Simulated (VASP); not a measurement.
# Si (Fd-3m) in VASP: a series of runs, part 3 of 3

VASP 6.6.1.

**6. Electric field gradients, PBE (volume scaled by 1.025)**

Input file INCAR:

```
SYSTEM = Si
ALGO = Normal
EDIFF = 1E-8
ENCUT = 520
GGA = PE
ISIF = 2
ISMEAR = -1
LASPH = .True.
LCHARG = .False.
LEFG = .True.
LREAL = .False.
LWAVE = .False.
NBANDS = 11
NELM = 60
PREC = Accurate
SIGMA = 0.08
```

Input file KPOINTS:

```
k-points
0
Gamma
  12 12 12
  0 0 0
```

Input file POSCAR:

```
Si
1.0
    0.0000000000      2.7379129186      2.7379129186
    2.7379129186      0.0000000000      2.7379129186
    2.7379129186      2.7379129186      0.0000000000
Si
2
Direct
    0.5000000000      0.5000000000      0.5000000000
    0.7500000000      0.7500000000      0.7500000000
```

Potentials or basis: VASP PAW PBE potentials, release 64 (Si).

The run is started by

```
cat potpaw_PBE.64/Si/POTCAR > POTCAR
mpirun -np 1 vasp_std > vasp.out
```

OUTCAR:

```text
SYSTEM = Si
   EDIFF = 1E-8
   ENCUT = 520
   GGA = PE
   ISIF = 2
   ISMEAR = -1
   LASPH = .True.
   LREAL = .False.
   NELM = 60
   PREC = Accurate

 ion  position               nearest neighbor table
   1  0.500  0.500  0.500-   2 2.37   2 2.37   2 2.37   2 2.37
   2  0.750  0.750  0.750-   1 2.37   1 2.37   1 2.37   1 2.37

  LATTYP: Found a face centered cubic cell.
 ALAT       =     5.4758258372

  Lattice vectors:

 A1 = (   0.0000000000,   2.7379129186,   2.7379129186)
 A2 = (   2.7379129186,   0.0000000000,   2.7379129186)
 A3 = (   2.7379129186,   2.7379129186,   0.0000000000)

Analysis of symmetry for initial positions (statically):
=====================================================================
 Subroutine PRICEL returns:
 Original cell was already a primitive cell.

 Routine SETGRP: Setting up the symmetry group for a
 face centered cubic supercell.

 Subroutine GETGRP returns: Found 48 space group operations
 (whereof 24 operations were pure point group operations)
 out of a pool of 48 trial point group operations.

The static configuration has the point symmetry T_d .
 The point group associated with its full space group is O_h .

Analysis of symmetry for dynamics (positions and initial velocities):
=====================================================================
 Subroutine PRICEL returns:
 Original cell was already a primitive cell.

 Routine SETGRP: Setting up the symmetry group for a
 face centered cubic supercell.

 Subroutine GETGRP returns: Found 48 space group operations
 (whereof 24 operations were pure point group operations)
 out of a pool of 48 trial point group operations.

[... 481 lines left out ...]
      2      -1.0864      2.00000
      3       2.6467      2.00000
      4       4.0214      2.00000
      5       7.7497      0.00000
      6       9.5898      0.00000
      7       9.9572      0.00000
      8      13.4589      0.00000
      9      14.0221      0.00000
     10      14.3026      0.00000
     11      16.6282      0.00000

 [... further k-points ...]

------------------------ aborting loop because EDIFF is reached ----------------------------------------

  FORCE on cell =-STRESS in cart. coord.  units (eV):
  Direction    XX          YY          ZZ          XY          YZ          ZX
  --------------------------------------------------------------------------------------
  -------------------------------------------------------------------------------------
  Total       -0.0899874     -0.0899874     -0.0899874      0.0000000      0.0000000     -0.0000000
  in kB       -3.5123936     -3.5123936     -3.5123936      0.0000000      0.0000000     -0.0000000
  external PRESSURE =      -3.5123936 kB  Pullay stress =       0.0000000 kB

 VOLUME and BASIS-vectors are now :
 -----------------------------------------------------------------------------
  energy-cutoff  :      520.00
  volume of cell :       41.05
      direct lattice vectors                 reciprocal lattice vectors
     0.000000000  2.737912919  2.737912919    -0.182620856  0.182620856  0.182620856
     2.737912919  0.000000000  2.737912919     0.182620856 -0.182620856  0.182620856
     2.737912919  2.737912919  0.000000000     0.182620856  0.182620856 -0.182620856

 POSITION                                       TOTAL-FORCE (eV/Angst)
 -----------------------------------------------------------------------------------
      2.73791      2.73791      2.73791         0.000000      0.000000      0.000000
      4.10687      4.10687      4.10687        -0.000000     -0.000000     -0.000000
 -----------------------------------------------------------------------------------
    total drift:                                0.000000     -0.000000     -0.000000

  FREE ENERGIE OF THE ION-ELECTRON SYSTEM (eV)
  ---------------------------------------------------
  free  energy   TOTEN  =       -10.8496516332 eV

  energy  without entropy=      -10.8494221327  energy(sigma->0) =      -10.84953688

 Electric field gradients (V/A^2)
---------------------------------------------------------------------
 ion       V_xx      V_yy      V_zz      V_xy      V_xz      V_yz
---------------------------------------------------------------------
   1      -0.000     0.000     0.000     0.000     0.000     0.000
   2      -0.000     0.000     0.000     0.000     0.000     0.000
---------------------------------------------------------------------

 Electric field gradients after diagonalization (V/A^2)
 (convention: |V_zz| > |V_xx| > |V_yy|)
----------------------------------------------------------------------
 ion       V_xx      V_yy      V_zz     asymmetry (V_yy - V_xx)/ V_zz
----------------------------------------------------------------------
   1      -0.000    -0.000     0.000       0.000
   2      -0.000    -0.000     0.000       0.000
----------------------------------------------------------------------

           NMR quadrupolar parameters

 Cq : quadrupolar parameter    Cq=e*Q*V_zz/h
 eta: asymmetry parameters     (V_yy - V_xx)/ V_zz
 Q  : nuclear electric quadrupole moment in mb (millibarn)
----------------------------------------------------------------------
 ion       Cq(MHz)       eta       Q (mb)
----------------------------------------------------------------------
   1       0.000       0.000       1.000
   2       0.000       0.000       1.000
----------------------------------------------------------------------
```

OSZICAR:

```text
N       E                     dE             d eps       ncg     rms          rms(c)
DAV:   1     0.786169991673E+01    0.78617E+01   -0.32171E+03  1584   0.582E+02
DAV:   2    -0.104453409239E+02   -0.18307E+02   -0.17588E+02  2104   0.853E+01
DAV:   3    -0.110108772484E+02   -0.56554E+00   -0.56391E+00  2032   0.131E+01
DAV:   4    -0.110154778190E+02   -0.46006E-02   -0.46000E-02  1857   0.147E+00
DAV:   5    -0.110155262372E+02   -0.48418E-04   -0.48417E-04  2030   0.144E-01    0.472E+00
DAV:   6    -0.109012463688E+02    0.11428E+00   -0.63778E-02  1799   0.104E+00    0.287E+00
DAV:   7    -0.108481407816E+02    0.53106E-01   -0.12551E-01  1813   0.157E+00    0.164E-01
DAV:   8    -0.108494133891E+02   -0.12726E-02   -0.57039E-03  1802   0.403E-01    0.791E-02
DAV:   9    -0.108496263478E+02   -0.21296E-03   -0.20686E-04  1991   0.871E-02    0.582E-02
DAV:  10    -0.108496508015E+02   -0.24454E-04   -0.21271E-05  1901   0.266E-02    0.525E-03
DAV:  11    -0.108496514334E+02   -0.63198E-06   -0.20120E-06  1940   0.736E-03    0.311E-03
DAV:  12    -0.108496515781E+02   -0.14468E-06   -0.45919E-07  1782   0.422E-03    0.199E-03
DAV:  13    -0.108496516252E+02   -0.47114E-07   -0.47487E-09  1949   0.458E-04    0.227E-04
DAV:  14    -0.108496516332E+02   -0.79499E-08   -0.50723E-10  1056   0.150E-04
   1 F= -.10849652E+02 E0= -.10849537E+02  d E =-.229500E-03
```

stdout:

```text
POSCAR found type information on POSCAR Si
 POSCAR found :  1 types and       2 ions
 scaLAPACK will be used
 LDA part: xc-table for (Slater+PW92), standard interpolation
 POSCAR, INCAR and KPOINTS ok, starting setup
 FFT: planning ... GRIDC
 FFT: planning ... GRID_SOFT
 FFT: planning ... GRID
 WAVECAR not read
 entering main loop
ion   1

ion   2
```

Wall time 17 s (1 thread of AMD EPYC 9R45 (Zen 5), shared host); peak memory 0.14 GiB.

What came out:

```
Free energy            : -10.8497 eV
Pressure               : -0.4 GPa
Band gap on the k mesh : 0.62 eV, indirect (least direct gap 2.56 eV)
```

Levels at points of the mesh, in eV from the valence-band top:
| k point | band 1 | band 2 | band 3 | band 4 | band 5 | band 6 | band 7 | band 8 |
| --- | --- | --- | --- | --- | --- | --- | --- | --- |
| (0.00, 0.00, 0.00) | -11.79 | 0.00 | 0.00 | 0.00 | 2.56 | 2.56 | 2.56 | 3.09 |
| (0.50, 0.00, 0.00) | -9.52 | -6.85 | -1.17 | -1.17 | 1.45 | 3.35 | 3.35 | 7.70 |
| (0.50, 0.50, 0.00) | -7.73 | -7.73 | -2.78 | -2.78 | 0.76 | 0.76 | 9.90 | 9.90 |

Caveat: without QUAD_EFG the Cq values of the log hold for a quadrupole moment of 1 mb, not for the nuclei. A k mesh can miss the band edges.

**7. Electric field gradients, PBE (volume scaled by 1.05)**

Input file INCAR:

```
ALGO = Normal
EDIFF = 1E-8
ENCUT = 520
GGA = PE
ISIF = 2
ISMEAR = -1
LASPH = True
LCHARG = False
LEFG = True
LREAL = False
LWAVE = False
NBANDS = 11
NELM = 100
PREC = Accurate
SIGMA = 0.08
```

Input file KPOINTS:

```
k-points
0
Gamma
  12 12 12
```

Input file POSCAR:

```
Si
1.0
    0.0000000000      2.7599938150      2.7599938150
    2.7599938150      0.0000000000      2.7599938150
    2.7599938150      2.7599938150      0.0000000000
Si
2
Direct
    0.5000000000      0.5000000000      0.5000000000
    0.7500000000      0.7500000000      0.7500000000
```

Potentials or basis: VASP PAW PBE potentials, release 64 (Si).

The run is started by

```
cat potpaw_PBE.64/Si/POTCAR > POTCAR
mpirun -np 1 vasp_std > vasp.out
```

OUTCAR:

```text
EDIFF = 1E-8
   ENCUT = 520
   GGA = PE
   ISIF = 2
   ISMEAR = -1
   LASPH = True
   LREAL = False
   NELM = 100
   PREC = Accurate

 ion  position               nearest neighbor table
   1  0.500  0.500  0.500-   2 2.39   2 2.39   2 2.39   2 2.39
   2  0.750  0.750  0.750-   1 2.39   1 2.39   1 2.39   1 2.39

  LATTYP: Found a face centered cubic cell.
 ALAT       =     5.5199876300

  Lattice vectors:

 A1 = (   0.0000000000,   2.7599938150,   2.7599938150)
 A2 = (   2.7599938150,   0.0000000000,   2.7599938150)
 A3 = (   2.7599938150,   2.7599938150,   0.0000000000)

Analysis of symmetry for initial positions (statically):
=====================================================================
 Subroutine PRICEL returns:
 Original cell was already a primitive cell.

 Routine SETGRP: Setting up the symmetry group for a
 face centered cubic supercell.

 Subroutine GETGRP returns: Found 48 space group operations
 (whereof 24 operations were pure point group operations)
 out of a pool of 48 trial point group operations.

The static configuration has the point symmetry T_d .
 The point group associated with its full space group is O_h .

Analysis of symmetry for dynamics (positions and initial velocities):
=====================================================================
 Subroutine PRICEL returns:
 Original cell was already a primitive cell.

 Routine SETGRP: Setting up the symmetry group for a
 face centered cubic supercell.

 Subroutine GETGRP returns: Found 48 space group operations
 (whereof 24 operations were pure point group operations)
 out of a pool of 48 trial point group operations.

The dynamic configuration has the point symmetry T_d .
 The point group associated with its full space group is O_h .
[... 165 lines left out ...]
     10      13.0353      0.00000
     11      13.1113      0.00000
[... 309 lines left out ...]
 k-point    24 :      -0.4167    0.1667    0.0000
  band No.  band energies     occupation
      1      -3.8113      2.00000
      2      -1.2310      2.00000
      3       2.4659      2.00000
      4       3.8184      2.00000
      5       7.4937      0.00000
      6       9.3008      0.00000
      7       9.7039      0.00000
      8      13.1278      0.00000
      9      13.6756      0.00000
     10      14.0095      0.00000
     11      16.2799      0.00000

 [... further k-points ...]
[... 5 lines left out ...]
  --------------------------------------------------------------------------------------
  -------------------------------------------------------------------------------------
  Total       -0.6166062     -0.6166062     -0.6166062     -0.0000000      0.0000000      0.0000000
  in kB      -23.4943905    -23.4943905    -23.4943905     -0.0000000      0.0000000      0.0000000
  external PRESSURE =     -23.4943905 kB  Pullay stress =       0.0000000 kB

 VOLUME and BASIS-vectors are now :
 -----------------------------------------------------------------------------
  energy-cutoff  :      520.00
  volume of cell :       42.05
      direct lattice vectors                 reciprocal lattice vectors
     0.000000000  2.759993815  2.759993815    -0.181159826  0.181159826  0.181159826
     2.759993815  0.000000000  2.759993815     0.181159826 -0.181159826  0.181159826
     2.759993815  2.759993815  0.000000000     0.181159826  0.181159826 -0.181159826

 POSITION                                       TOTAL-FORCE (eV/Angst)
 -----------------------------------------------------------------------------------
      2.75999      2.75999      2.75999         0.000000      0.000000      0.000000
      4.13999      4.13999      4.13999         0.000000     -0.000000     -0.000000
 -----------------------------------------------------------------------------------
    total drift:                                0.000000     -0.000000     -0.000000

  FREE ENERGIE OF THE ION-ELECTRON SYSTEM (eV)
  ---------------------------------------------------
  free  energy   TOTEN  =       -10.8411299854 eV

  energy  without entropy=      -10.8409408776  energy(sigma->0) =      -10.84103543

 Electric field gradients (V/A^2)
---------------------------------------------------------------------
 ion       V_xx      V_yy      V_zz      V_xy      V_xz      V_yz
---------------------------------------------------------------------
   1      -0.000     0.000    -0.000     0.000     0.000     0.000
   2      -0.000     0.000    -0.000     0.000     0.000     0.000
---------------------------------------------------------------------

 Electric field gradients after diagonalization (V/A^2)
 (convention: |V_zz| > |V_xx| > |V_yy|)
----------------------------------------------------------------------
 ion       V_xx      V_yy      V_zz     asymmetry (V_yy - V_xx)/ V_zz
----------------------------------------------------------------------
   1      -0.000    -0.000     0.000       0.000
   2      -0.000    -0.000     0.000       0.000
----------------------------------------------------------------------

           NMR quadrupolar parameters

 Cq : quadrupolar parameter    Cq=e*Q*V_zz/h
 eta: asymmetry parameters     (V_yy - V_xx)/ V_zz
 Q  : nuclear electric quadrupole moment in mb (millibarn)
----------------------------------------------------------------------
 ion       Cq(MHz)       eta       Q (mb)
----------------------------------------------------------------------
   1       0.000       0.000       1.000
   2       0.000       0.000       1.000
----------------------------------------------------------------------
```

OSZICAR:

```text
N       E                     dE             d eps       ncg     rms          rms(c)
DAV:   1     0.951920959291E+01    0.95192E+01   -0.32498E+03  1584   0.587E+02
DAV:   2    -0.103851485179E+02   -0.19904E+02   -0.19131E+02  2151   0.856E+01
DAV:   3    -0.109893660834E+02   -0.60422E+00   -0.60264E+00  2062   0.136E+01
DAV:   4    -0.109939731160E+02   -0.46070E-02   -0.46064E-02  1841   0.146E+00
DAV:   5    -0.109940237224E+02   -0.50606E-04   -0.50606E-04  2035   0.147E-01    0.458E+00
DAV:   6    -0.108892470738E+02    0.10478E+00   -0.57103E-02  1802   0.984E-01    0.278E+00
DAV:   7    -0.108395850292E+02    0.49662E-01   -0.11498E-01  1828   0.151E+00    0.150E-01
DAV:   8    -0.108408830765E+02   -0.12980E-02   -0.54162E-03  1811   0.390E-01    0.772E-02
DAV:   9    -0.108411057241E+02   -0.22265E-03   -0.22093E-04  1999   0.887E-02    0.560E-02
DAV:  10    -0.108411289666E+02   -0.23242E-04   -0.20080E-05  1859   0.260E-02    0.460E-03
DAV:  11    -0.108411297798E+02   -0.81322E-06   -0.20172E-06  1928   0.734E-03    0.297E-03
DAV:  12    -0.108411299307E+02   -0.15090E-06   -0.46078E-07  1806   0.421E-03    0.178E-03
DAV:  13    -0.108411299763E+02   -0.45622E-07   -0.44709E-09  1932   0.446E-04    0.215E-04
DAV:  14    -0.108411299854E+02   -0.90268E-08   -0.54128E-10  1085   0.153E-04
   1 F= -.10841130E+02 E0= -.10841035E+02  d E =-.189108E-03
```

It took 18 s on 1 thread of AMD EPYC 9R45 (Zen 5), shared host; peak memory 0.14 GiB.

What came out:

| Item | Value |
| --- | --- |
| Free energy | -10.8411 eV |
| Pressure | -2.3 GPa |
| Band gap on the k mesh | 0.66 eV, indirect (least direct gap 2.52 eV) |

Caveat: without QUAD_EFG the Cq values of the log hold for a quadrupole moment of 1 mb, not for the nuclei. A k mesh can miss the band edges.

**8. Overview**

```tsv
cell	gap on the mesh (eV)	pressure (GPa)
a = 3.775 Å, angles 60.0°, 2 atoms	0.48	7.5
a = 3.808 Å, angles 60.0°, 2 atoms	0.53	4.5
a = 3.840 Å, angles 60.0°, 2 atoms	0.57	1.9
a = 3.872 Å, angles 60.0°, 2 atoms	0.62	-0.4
a = 3.903 Å, angles 60.0°, 2 atoms	0.66	-2.3
```

Alike in all rows: task electric field gradients; level PBE; potentials or basis VASP PAW PBE potentials, release 64 (Si); no spin polarisation; k mesh 12 × 12 × 12; cutoff (eV) 520; smearing fermi-dirac 0.08 eV.

Absolute energies hang on the potentials; compare differences alone.
